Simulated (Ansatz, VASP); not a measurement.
## Al4CoNi3: VASP beside Ansatz

```
CELL_PARAMETERS angstrom
4.08313 0.00000 0.00000
0.00000 4.08313 0.00000
0.00000 0.00000 5.76708
ATOMIC_POSITIONS crystal
Al 0.50000 0.00000 0.75134
Al 0.50000 0.00000 0.24866
Al 0.00000 0.50000 0.75134
Al 0.00000 0.50000 0.24866
Co 0.50000 0.50000 0.00000
Ni 0.00000 0.00000 0.50000
Ni 0.00000 0.00000 0.00000
Ni 0.50000 0.50000 0.50000
```

Alike in both runs: functional PBE; k mesh 10 × 10 × 8; occupations gaussian, width 0.1 eV; collinear spin.

Ansatz relaxed the structure, and its values are those at the end. VASP's run is a single point on that final structure, the one shown.

```csv
,VASP,Ansatz
version,VASP 6.6.1,Ansatz 0.2.0
potentials or method,"VASP PAW PBE potentials, release 64 (Al, Co, Ni), cutoff 520 eV","scalar-relativistic, plane waves, PAW"
valence electrons in the cell,51,83
```

```csv
,VASP,Ansatz,Ansatz less VASP
gap on the k mesh at the Fermi level (eV),none,none,-
pressure (GPa),0.0,0.0,+0.02
rms of the force components (eV/Å),0.003,0.001,-0.0025
net moment per atom (μB),0.10,0.10,+0.007
size of the moment on the site where the two differ most (μB),0.56,0.60,+0.037
```

Site moments also hang on the region over which each program counts them. A gap of «none» marks a metal or a gap that the smearing closes. With one functional, cell and mesh, what is left measures potentials, basis and numerics. VASP's potentials hold 51 valence electrons a cell and Ansatz's 83, so a difference there can come from the potentials and not from the codes.
